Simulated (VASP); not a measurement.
# BN (P1) in VASP: relaxation of cell and atoms with PBE

Aim: the relaxation of cell and atoms of BN with PBE.

All numbers are computed with VASP 6.6.1; they aren't measurements. Logs are shortened: lines on timing, memory, paths and dates and some standing lists are left out, and cuts for length are marked.

## Step 1: The cell of the first run

The typed cell holds 8 atoms: a = 2.542 Å, b = 2.491 Å, c = 16.645 Å, α = 92.06°, β = 88.67°, γ = 121.18°.

## Step 2: Relaxation of cell and atoms, PBE

Contents of INCAR:

```
SYSTEM = BN
  PREC = Accurate
  ENCUT = 600
  EDIFF = 1E-6
  ISMEAR = 0
  SIGMA = 0.1
  LREAL = .False.
  LASPH = .True.
  NELM = 60
  ALGO = Normal
  ISIF = 3
  LWAVE = .False.
  LCHARG = .False.
  GGA = PE
  IBRION = 2
  NSW = 80
  EDIFFG = -0.025
```

Contents of KPOINTS:

```
regular mesh
0
Gamma
  6 6 1
  0 0 0
```

Contents of POSCAR:

```
BN
1.0
    2.5418313675     -0.0107828411      0.0292748955
   -1.2802538980      2.1367507685     -0.0447332316
    0.1946547733     -0.2310706213     16.6421913419
B N
4 4
Direct
   -0.0112750332     -0.0161400024      0.2502618375
    0.0331322239      0.0245071730      0.7518861705
    0.3259388959      0.6613967394     -0.0033999201
    0.3377505616      0.6530487604      0.5024381330
    0.3151741522      0.6633121097      0.2483581911
    0.3064406180      0.6519170860      0.7477045568
    0.6687792678      0.3288452962     -0.0023593598
    0.6907259804      0.3664461711      0.5051103910
```

Potentials or basis: VASP PAW PBE potentials, release 64 (B, N).

Run with:

```sh
$ cat potpaw_PBE.64/B/POTCAR potpaw_PBE.64/N/POTCAR > POTCAR
$ mpirun -np 1 vasp_std > vasp.out
```

OUTCAR:

```text
SYSTEM = BN
   PREC = Accurate
   ENCUT = 600
   EDIFF = 1E-6
   ISMEAR = 0
   LREAL = .False.
   LASPH = .True.
   NELM = 60
   ISIF = 3
   GGA = PE
   IBRION = 2
   NSW = 80
   EDIFFG = -0.025

 ion  position               nearest neighbor table
   1  0.989  0.984  0.250-   5 1.42   5 1.45   5 1.47
   2  0.033  0.025  0.752-   6 1.35   6 1.42   6 1.58
   3  0.326  0.661  0.997-   7 1.42   7 1.43   7 1.48
   4  0.338  0.653  0.502-   8 1.41   8 1.41   8 1.52
   5  0.315  0.663  0.248-   1 1.42   1 1.45   1 1.47
   6  0.306  0.652  0.748-   2 1.35   2 1.42   2 1.58
   7  0.669  0.329  0.998-   3 1.42   3 1.43   3 1.48
   8  0.691  0.366  0.505-   4 1.41   4 1.41   4 1.52

  LATTYP: Found a triclinic cell.
 ALAT       =     2.4913359774
 B/A-ratio  =     0.9923014106
 C/A-ratio  =     6.6811276432
 COS(alpha) =     0.0122223810
 COS(beta)  =     0.0358686814
 COS(gamma) =     0.4754390467

  Lattice vectors:

 A1 = (  -1.2802538980,   2.1367507685,  -0.0447332316)
 A2 = (   1.2615774695,   2.1259679274,  -0.0154583361)
 A3 = (  -0.1946547733,   0.2310706213, -16.6421913419)

Analysis of symmetry for initial positions (statically):
=====================================================================
 Subroutine PRICEL returns:
 Original cell was already a primitive cell.

 Routine SETGRP: Setting up the symmetry group for a
 triclinic supercell.

 Subroutine GETGRP returns: Found  1 space group operations
 (whereof  1 operations were pure point group operations)
 out of a pool of  2 trial point group operations.

The static configuration has the point symmetry C_1 .

Analysis of symmetry for dynamics (positions and initial velocities):
=====================================================================
 Subroutine PRICEL returns:
 Original cell was already a primitive cell.

 Routine SETGRP: Setting up the symmetry group for a
 triclinic supercell.

 Subroutine GETGRP returns: Found  1 space group operations
 (whereof  1 operations were pure point group operations)
 out of a pool of  2 trial point group operations.

The dynamic configuration has the point symmetry C_1 .

 Subroutine INISYM returns: Found  1 space group operations
 (whereof  1 operations are pure point group operations),
 and found     1 'primitive' translations

----------------------------------------------------------------------------------------

[... 100 lines left out ...]
   LREAL  =      F    real-space projection
   EDIFFG = -.3E-01   stopping-criterion for IOM
   NSW    =     80    number of steps for IOM
   IBRION =      2    ionic relax: 0-MD 1-quasi-New 2-CG
   NFREE  =      1    steps in history (QN), initial steepest desc. (CG)
   ISIF   =      3    stress and relaxation
   ISYM   =      2    0-nonsym 1-usesym 2-fastsym
   POTIM  = 0.5000    time-step for ionic-motion
   TEBEG  =    0.0;   TEEND  =   0.0 temperature during run
   PSTRESS=    0.0 pullay stress
   NELECT =      32.0000    total number of electrons
   NUPDOWN=      -1.0000    fix difference up-down
   EMIN   =  10.00;   EMAX   =-10.00  energy-range for DOS
   EFERMI =   0.00;   METHOD = LEGACY
   ISMEAR =     0;   SIGMA  =   0.10  broadening in eV -4-tet -1-fermi 0-gaus
   EFERMI_NEDOS =   21; number of points for ismear=-14 and -15
   IALGO  =     38    algorithm
   IMIX   =      4    mixing-type and parameters
     AMIX     =   0.40;   BMIX     =  1.00
     AMIX_MAG =   1.60;   BMIX_MAG =  1.00
  volume/ion in A,a.u.               =      11.27        76.03
  Fermi-wavevector in a.u.,A,eV,Ry     =   1.159233  2.190632 18.283782  1.343820
  Thomas-Fermi vector in A             =   2.295827
   LORBIT       =      0    0 simple, 1 ext, 2 COOP (PROOUT), +10 PAW based schemes
   GGA     = PE    functional components
   LHFCALC =     F    Hartree Fock is set to
   AEXX    =    0.0000 exact exchange contribution
   IVDW    =     0    specifies the selected vdW correction
   LEPSILON=     F    determine dielectric tensor
   LRPA    =     F    only Hartree local field effects (RPA)
 conjugate gradient relaxation of ions
 non-spin polarized calculation
 Gauss-broadening in eV      SIGMA  =   0.10
  energy-cutoff  :      600.00
  volume of cell :       90.13
 maximum number of plane-waves:      3046
   NGX = 11   NGY =  9   NGZ = 67

--------------------------------------- Ionic step        1  -------------------------------------------

 number of electron      32.0000000 magnetization

 Free energy of the ion-electron system (eV)
  ---------------------------------------------------
  ext. energy  EPLUGINS =         0.00000000
  ---------------------------------------------------
  free energy    TOTEN  =       -69.72999207 eV

  energy without entropy =      -69.72999207  energy(sigma->0) =      -69.72999207

------------------------ aborting loop because EDIFF is reached ----------------------------------------

  FORCE on cell =-STRESS in cart. coord.  units (eV):
  Direction    XX          YY          ZZ          XY          YZ          ZX
  --------------------------------------------------------------------------------------
  -------------------------------------------------------------------------------------
  Total       -1.3067776      8.5653028     -0.1795833      0.2109188     -0.4995868     -0.2716376
  in kB      -23.2300142    152.2616459     -3.1923740      3.7494105     -8.8809359     -4.8287824
  external PRESSURE =      41.9464192 kB  Pullay stress =       0.0000000 kB
[... 107 lines left out ...]
  FREE ENERGIE OF THE ION-ELECTRON SYSTEM (eV)
  ---------------------------------------------------
  free  energy   TOTEN  =       -70.3341931238 eV

  energy  without entropy=      -70.3341931238  energy(sigma->0) =      -70.33419312

[... ionic steps 4 to 10 ...]

--------------------------------------- Ionic step       11  -------------------------------------------

 number of electron      31.9999999 magnetization

------------------------ aborting loop because EDIFF is reached ----------------------------------------
[... 79 lines left out ...]
--------------------------------------- Ionic step       13  -------------------------------------------

 number of electron      31.9999999 magnetization

 Free energy of the ion-electron system (eV)
  ---------------------------------------------------
  ext. energy  EPLUGINS =         0.00000000
  ---------------------------------------------------
  free energy    TOTEN  =       -70.42420436 eV

  energy without entropy =      -70.42420436  energy(sigma->0) =      -70.42420436

 E-fermi :   1.0972     XC(G=0):  -8.6115

 val. band max:        0.6481067702   @ k =   0.3333   0.3333  -0.0000
 cond. band min:       5.0370234317   @ k =   0.0000   0.0000   0.0000
 fundamental gap:      4.3889166614
 Fermi energy:         1.0972415668

 k-point     1 :       0.0000    0.0000    0.0000
  band No.  band energies     occupation
      1     -17.0015      2.00000
      2     -16.9832      2.00000
      3     -16.9738      2.00000
      4     -16.9567      2.00000
      5      -4.8685      2.00000
      6      -4.5816      2.00000
[... 504 lines left out ...]
  FREE ENERGIE OF THE ION-ELECTRON SYSTEM (eV)
  ---------------------------------------------------
  free  energy   TOTEN  =       -70.4242043636 eV

  energy  without entropy=      -70.4242043636  energy(sigma->0) =      -70.42420436

 reached required accuracy - stopping structural energy minimisation
```

Wall time 5.3 min (1 thread of AMD EPYC 9R45 (Zen 5), shared host); peak memory 0.2 GiB.

Results:

| Property | Result |
| --- | --- |
| Free energy | -70.4242 eV |
| Relaxed volume | 11.34 Å³/atom |
| Relaxed cell | a = 2.512 Å, b = 2.512 Å, c = 16.619 Å, α = 92.08°, β = 88.77°, γ = 120.00° |
| Space group after relaxing (to 0.05 Å) | P1 (No. 1) |
| Energy gained by relaxing | 86.8 meV/atom |
| Ionic steps | 13 |
| Pressure after relaxing | -0.1 GPa |
| Largest force after relaxing | 0.024 eV/Å |
| Band gap on the k mesh | 4.39 eV |

Forces on the atoms (eV/Å):
```
B   -0.009  0.005  0.002
B   -0.003 -0.023  0.007
B   -0.002  0.000 -0.001
B   -0.005  0.013 -0.005
N    0.009 -0.005 -0.002
N    0.003  0.023 -0.006
N    0.002  0.000  0.002
N    0.005 -0.014  0.003
```

The path:
| step | energy change (eV) | largest force (eV/Å) | pressure (GPa) | volume (Å³) |
| --- | --- | --- | --- | --- |
| 1 | 0.0000 | 4.9562 | 4.19 | 90.13 |
| 2 | 3.3309 | 18.0159 | 5.73 | 93.93 |
| 3 | -0.6042 | 1.8477 | -1.22 | 91.27 |
| 4 | -0.6089 | 1.7598 | -0.98 | 91.18 |
| 5 | -0.5292 | 3.2095 | 0.71 | 90.72 |
| 6 | -0.6761 | 0.8149 | -0.52 | 91.00 |
| 7 | -0.6657 | 1.1576 | 0.73 | 90.58 |
| 8 | -0.6925 | 0.2472 | -0.03 | 90.82 |
| 9 | -0.6926 | 0.3117 | 0.03 | 90.77 |
| 10 | -0.6940 | 0.0888 | 0.00 | 90.79 |
| 11 | -0.6941 | 0.0740 | -0.08 | 90.78 |
| 12 | -0.6942 | 0.0297 | -0.05 | 90.79 |
| 13 | -0.6942 | 0.0238 | -0.06 | 90.76 |

Final structure:
```
CELL_PARAMETERS angstrom
2.51184 0.00015 0.02721
-1.25561 2.17521 -0.04524
0.17806 -0.24761 16.61611
ATOMIC_POSITIONS crystal
B 0.98531 0.99022 0.24931
B 0.00320 0.00500 0.74978
B 0.33070 0.66180 0.99713
B 0.34755 0.67633 0.50377
N 0.31859 0.65695 0.24932
N 0.33638 0.67142 0.74981
N 0.66402 0.32847 0.99712
N 0.68091 0.34315 0.50376
```

Levels at points of the mesh, in eV from the valence-band top:
```tsv
k point	band 12	band 13	band 14	band 15	band 16	band 17	band 18	band 19	band 20	band 21
(0.00, 0.00, 0.00)	-1.36	-1.36	-1.36	-1.36	-1.35	4.39	5.69	5.70	7.79	10.11
(0.50, 0.00, 0.00)	-4.13	-0.99	-0.92	-0.91	-0.85	4.59	4.74	4.76	4.98	9.53
(0.00, 0.50, 0.00)	-4.13	-0.99	-0.94	-0.89	-0.84	4.58	4.68	4.82	4.99	9.52
(0.50, 0.50, 0.00)	-4.13	-0.99	-0.94	-0.89	-0.84	4.58	4.68	4.81	4.99	9.52
```

Caveat: the k points lie up to 0.48 Å⁻¹ apart in the final cell. A k mesh can miss the band edges.
